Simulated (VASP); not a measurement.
A run of VASP 6.6.1 is set up as follows.

Contents of INCAR:

```
ALGO = Normal ; EDIFF = 1E-6
ENCUT = 520 ; GGA = CA
ISIF = 2 ; ISMEAR = -1
LASPH = True ; LCHARG = False
LREAL = False ; LWAVE = False
NBANDS = 21 ; NELM = 80
PREC = Accurate ; SIGMA = 0.05
```

Contents of KPOINTS:

```
k-points
0
Gamma
  12 12 7
```

Contents of POSCAR:

```
Mo
1.0
    2.8252342238      0.0000000000      0.0000000000
   -1.4126171119      2.4467246095      0.0000000000
    0.0000000000      0.0000000000      4.5768794426
Mo
2
Direct
    0.2333333333      0.6166666667      0.1750000000
    0.7666666667      0.3833333333      0.8250000000
```

Potentials or basis: VASP PAW LDA potentials, release 64 (Mo_sv).

The run is started by

```console
$ cat potpaw_LDA.64/Mo_sv/POTCAR > POTCAR
$ mpirun -np 1 vasp_std > vasp.out
```

**Question.** Predict the pressure.

**Answer.** 56.5 GPa.

**Question.** What does it give for the band gap on the k mesh?

**Answer.** Zero (band 14 reaches 13.95 eV, above the bottom of band 15 at 10.97 eV).

**Question.** What does it give for the largest force?

**Answer.** 12.154 eV/Å.

Stress tensor (GPa, compression positive):
```
52.04  7.21 28.25
 7.21 43.72 16.31
28.25 16.31 73.77
```

Caveat: the cell differs from its parent crystal (shortest bond scaled by 0.7); forces of over 1 eV/Å act on the atoms, so gaps and moduli don't describe the material at rest.
